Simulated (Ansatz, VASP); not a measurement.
# One calculation of Si, two programs

```
Si
1.0
     3.54318    0.00000    0.00000
    -1.77159    3.06848    0.00000
     0.00000    0.00000    6.87422
Si
4
Direct
  0.33333 0.66667 0.06293
  0.66667 0.33333 0.56293
  0.33333 0.66667 0.43707
  0.66667 0.33333 0.93707
```

Change from the starting cell: strain -0.080 along x and y, +0.080 along z, atoms carried along.

Alike in both runs: task single point; functional PBE; k mesh 12 × 12 × 6; occupations gaussian, width 0.05 eV; no spin polarisation.

|  | VASP | Ansatz |
| --- | --- | --- |
| version | VASP 6.6.1 | Ansatz 0.2.0 |
| potentials or method | VASP PAW PBE potentials, release 64 (Si), cutoff 500 eV | scalar-relativistic, plane waves, PAW |
| valence electrons in the cell | 16 | 16 |

```tsv
	VASP	Ansatz	Ansatz less VASP
gap on the k mesh at the Fermi level (eV)	none	none	-
pressure (GPa)	12.8	12.8	+0.06
traceless stress, the component that is largest in VASP (GPa)	-22.75	-22.72	+0.037
rms of the force components (eV/Å)	0.921	0.928	+0.0067
```

Atom by atom the forces differ by 0.007 eV/Å (rms over components). A gap of «none» marks a metal or a gap that the smearing closes.
